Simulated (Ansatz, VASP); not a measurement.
**CdS: VASP beside Ansatz**

```xyz
4
Lattice="4.1485 0.0000 0.0000 -2.0743 3.5927 0.0000 0.0000 0.0000 6.7714" Properties=species:S:1:pos:R:3 pbc="T T T"
Cd    0.0000    2.3952    0.0000
Cd    2.0743    1.1976    3.3857
S     0.0000    2.3952    2.6070
S     2.0743    1.1976    5.9927
```

Change from the starting cell: volume scaled by 1.01, crystal datasets.

Alike in both runs: task electric field gradients; functional LDA; k mesh 8 × 8 × 4; occupations fermi-dirac, width 0.02 eV; no spin polarisation.

|  | VASP | Ansatz |
| --- | --- | --- |
| version | VASP 6.6.1 | Ansatz 0.2.0 |
| potentials or method | VASP PAW LDA potentials, release 64 (Cd, S), cutoff 520 eV | all-electron PAW with datasets made for the crystal, scalar-relativistic |

```csv
,VASP,Ansatz,Ansatz less VASP
gap on the k mesh at the Fermi level (eV),0.95,0.92,-0.028
pressure (GPa),-2.8,-3.2,-0.42
"traceless stress, the component that is largest in VASP (GPa)",-1.18,-1.11,+0.072
rms of the force components (eV/Å),0.137,0.131,-0.0058
size of Vzz on the site where it differs most (V/Å²),35.3,31.1,-4.24
```

LDA's correlation is that of Perdew and Zunger in VASP and of Perdew and Wang (1992) in Ansatz. Atom by atom the forces differ by 0.006 eV/Å (rms over components). Ansatz ran all-electron here, and VASP with PAW potentials.
